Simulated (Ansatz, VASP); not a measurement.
**One calculation of BaTiO3, two programs**

```
Ba Ti O
1.0
     3.91815    0.00000    0.00000
     0.00000    3.91815    0.00000
     0.00000    0.00000    3.93598
Ba Ti O
1 1 3
Direct
  0.00000 0.00000 0.00000
  0.50000 0.50000 0.48200
  0.50000 0.50000 0.01600
  0.50000 0.00000 0.51500
  0.00000 0.50000 0.51500
```

Change from the starting cell: volume scaled by 0.94.

Alike in both runs: task single point; functional PBEsol; k mesh 7 × 7 × 7; occupations fermi-dirac, width 0.08 eV; no spin polarisation.

|  | VASP | Ansatz |
| --- | --- | --- |
| version | VASP 6.6.1 | Ansatz 0.2.0 |
| potentials or method | VASP PAW PBE potentials, release 64 (Ba_sv, Ti_sv, O), cutoff 520 eV | all-electron LAPW, scalar-relativistic |

Ansatz gave:

```
pressure (GPa)                                                : 7.9
traceless stress, the component that is largest in VASP (GPa) : 1.30
rms of the force components (eV/Å)                            : 0.109
```

Q: Estimate VASP's values.

A: Pressure (GPa): 10.2; traceless stress, the component that is largest in VASP (GPa): 1.38; rms of the force components (eV/Å): 0.126.

VASP's potentials were made for PBE, not for PBEsol. Atom by atom the forces differ by 0.022 eV/Å (rms over components). Ansatz ran all-electron here, and VASP with PAW potentials.

Neither program's run includes spin-orbit coupling.
